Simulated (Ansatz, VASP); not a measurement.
## Ti in VASP and in Ansatz

File POSCAR:

```
Ti
1.0
    2.9229395509      0.0000000000      0.0000000000
   -1.4614697754      2.5313399048      0.0000000000
    0.0000000000      0.0000000000      9.5463205732
Ti
4
Direct
    0.0000000000      0.0000000000      0.0000000000
    0.0000000000      0.0000000000      0.5000000000
    0.3333333333      0.6666666667      0.2500000000
    0.6666666667      0.3333333333      0.7500000000
```

INCAR.step1

```
PREC = Accurate
ENCUT = 600
ISMEAR = -1
SIGMA = 0.1
LREAL = F
LASPH = T
NELM = 60
GGA = PE
ALGO = Normal
EDIFF = 1E-4
LWAVE = T
LCHARG = F
```

INCAR.step2

```
PREC = Accurate
ENCUT = 600
EDIFF = 1E-6
ISMEAR = -1
SIGMA = 0.1
LREAL = F
LASPH = T
NELM = 60
ALGO = Normal
ISIF = 3
LWAVE = F
LCHARG = F
METAGGA = R2SCAN
LMIXTAU = T
IBRION = 2
NSW = 80
EDIFFG = -0.01
ISTART = 1
```

KPOINTS

```
regular mesh
0
Gamma
  12 12 4
```

Input for Ansatz:

```yaml
crystal:
  lattice:
    - [2.9229395509, 0.0, 0.0]
    - [-1.4614697754, 2.5313399048, 0.0]
    - [0.0, 0.0, 9.5463205732]
  atoms:
    - { symbol: Ti, position: [0.0, 0.0, 0.0] }
    - { symbol: Ti, position: [0.0, 0.0, 0.5] }
    - { symbol: Ti, position: [0.3333333333, 0.6666666667, 0.25] }
    - { symbol: Ti, position: [0.6666666667, 0.3333333333, 0.75] }
hamiltonian:
  xc: r2scan
  pseudopotentials:
    kind: paw
    azcp:
      Ti: "pseudopotentials/Ti.paw.azcp"
basis:
  ecutwfc: 500
  fft_grid_basis: typed
kpoints:
  mp_grid: { grid: [12, 12, 4], shift: [0, 0, 0] }
magnetization:
  spin_polarized: false
scf:
  occupations: { method: fermi_dirac, width: 0.1 }
relax:
  max_steps: 60
  f_tol: 0.01
  cell: {}
output:
  write_density: true
  write_potential: true
  elf: true
  volumetric_format: npy
```

Alike in both runs: task relaxation of cell and atoms; functional r2SCAN; k mesh 12 × 12 × 4; occupations fermi-dirac, width 0.1 eV; no spin polarisation.

|  | VASP | Ansatz |
| --- | --- | --- |
| version | VASP 6.6.1 | Ansatz 0.2.0 |
| potentials or method | VASP PAW PBE potentials, release 64 (Ti_sv), cutoff 600 eV | plane waves (500 eV) with PAW, scalar-relativistic |
| valence electrons in the cell | 48 | 48 |

```tsv
	VASP	Ansatz	Ansatz less VASP
relaxed volume (Å³/atom)	17.49	17.43	-0.060
relaxed length of the cell vector where the two differ most in proportion (Å)	2.935	2.931	-0.0034
```

VASP's potentials were made for PBE, not for r2SCAN.
